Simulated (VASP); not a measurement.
Write the native input for VASP 6.6.1 that does the following.

| Quantity | Value |
| --- | --- |
| Task | single point |
| Functional | LDA |
| Potentials or basis | VASP PAW LDA potentials, release 64 (C) |
| Cutoff | 520 eV |
| k mesh | 6 × 6 × 6 |
| Occupations | methfessel-paxton, width 0.15 eV |
| Spin | no spin polarisation |
| Dipole correction | no |
| Further INCAR settings | ALGO = Normal; EDIFF = 1e-06; NBANDS = 8 |

The structure of C lies in POSCAR:

```
C
1.0
    4.2669450000      0.0000000000      0.0000000000
    0.0000000000      4.2669450000      0.0000000000
    0.0000000000      0.0000000000      4.2669450000
C
1
Direct
    0.0000000000      0.0000000000      0.0000000000
```

The input as run:

INCAR

```
PREC = Accurate ; ENCUT = 520
EDIFF = 1E-6 ; ISMEAR = 1
SIGMA = 0.15 ; LREAL = False
LASPH = True ; NELM = 80
ALGO = Normal ; ISIF = 2
LWAVE = False ; LCHARG = True
LELF = True ; LVHAR = True
NBANDS = 8
```

KPOINTS

```
Automatic mesh
0
Gamma
  6 6 6
```

Potentials or basis: VASP PAW LDA potentials, release 64 (C).

Run with:

```bash
$ cat potpaw_LDA.64/C/POTCAR > POTCAR
$ mpirun -np 1 vasp_std > vasp.out
```

Results of the run:

```json
{
  "Pressure": "-2.0 GPa",
  "Band gap on the k mesh": "zero (band 2 reaches -4.27 eV, above the bottom of band 3 at -4.80 eV)"
}
```

Run time: 6.8 s on 1 thread of AMD EPYC 7R13 Processor (Zen 3), with other jobs on the host, peak memory 0.11 GiB.
